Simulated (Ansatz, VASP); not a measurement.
Hf in VASP and in Ansatz

```
CELL_PARAMETERS angstrom
-1.80500 1.80500 1.78695
1.80500 -1.80500 1.78695
1.80500 1.80500 -1.78695
ATOMIC_POSITIONS crystal
Hf 0.00000 0.00000 0.00000
```

Change from the starting cell: zz strain of -1 %.

Alike in both runs: task single point; functional PBEsol; k mesh 16 × 16 × 16; occupations fermi-dirac, width 0.08 eV; no spin polarisation.

|  | VASP | Ansatz |
| --- | --- | --- |
| version | VASP 6.6.1 | Ansatz 0.2.0 |
| potentials or method | VASP PAW PBE potentials, release 64 (Hf_pv), cutoff 520 eV | all-electron LAPW, scalar-relativistic |

```tsv
	VASP	Ansatz	Ansatz less VASP
pressure (GPa)	-8.4	-8.1	+0.33
traceless stress, the component that is largest in VASP (GPa)	-0.31	-0.30	+0.011
```

VASP's potentials were made for PBE, not for PBEsol. Ansatz ran all-electron here, and VASP with PAW potentials.

Neither program's run includes spin-orbit coupling.
